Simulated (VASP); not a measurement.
A run of VASP 6.6.1:

The input INCAR:

```
  PREC = Accurate
  ENCUT = 600
  EDIFF = 1E-6
  ISMEAR = 0
  SIGMA = 0.01
  LREAL = F
  LASPH = T
  NELM = 120
  ALGO = Normal
  ISIF = 2
  LWAVE = F
  LCHARG = F
  GGA = PE
  NBANDS = 11
  GGA_COMPAT = F
```

KPOINTS

```
regular mesh
0
Gamma
  3 3 3
```

The input POSCAR:

```
MgS
1.0
    0.0000000000      2.6306010800      2.6306010800
    2.6306010800      0.0000000000      2.6306010800
    2.6306010800      2.6306010800      0.0000000000
Mg S
1 1
Direct
    0.0000000000      0.0000000000      0.0000000000
    0.5000000000      0.5000000000      0.5000000000
```

Potentials or basis: VASP PAW PBE potentials, release 64 (Mg, S).

Run with:

```bash
$ cat potpaw_PBE.64/Mg/POTCAR potpaw_PBE.64/S/POTCAR > POTCAR
$ mpirun -np 1 vasp_std > vasp.out
```

Hardware: 1 thread of Intel(R) Xeon(R) Platinum 8259CL CPU @ 2.50GHz (Skylake/Cascade Lake) (shared host).

How long does it take, and how much memory?

It took 4.8 s on 1 thread of Intel(R) Xeon(R) Platinum 8259CL CPU @ 2.50GHz (Skylake/Cascade Lake) (shared host), peak memory 0.16 GiB. Counts: scf iterations 12, k points 4.
